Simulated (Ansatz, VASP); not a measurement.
# TaN in VASP and in Ansatz

```
CELL_PARAMETERS angstrom
2.97666 0.00000 0.00000
-1.48833 2.57786 0.00000
0.00000 0.00000 2.92094
ATOMIC_POSITIONS crystal
Ta 0.33333 0.66667 0.50000
N 0.00000 0.00000 0.00000
```

Change from the starting cell: volume scaled by 1.04, crystal datasets.

Alike in both runs: task electric field gradients; functional LDA; k mesh 12 × 12 × 10; occupations fermi-dirac, width 0.02 eV; no spin polarisation.

|  | VASP | Ansatz |
| --- | --- | --- |
| version | VASP 6.6.1 | Ansatz 0.2.0 |
| potentials or method | VASP PAW LDA potentials, release 64 (Ta_pv, N), cutoff 520 eV | all-electron PAW with datasets made for the crystal, scalar-relativistic |

```csv
,VASP,Ansatz,Ansatz less VASP
pressure (GPa),-22.0,-23.3,-1.34
"traceless stress, the component that is largest in VASP (GPa)",-1.87,-1.98,-0.107
size of Vzz on the site where it differs most (V/Å²),23.3,62.5,+39.24
```

LDA's correlation is that of Perdew and Zunger in VASP and of Perdew and Wang (1992) in Ansatz. Ansatz ran all-electron here, and VASP with PAW potentials.

Spin-orbit coupling is off throughout.
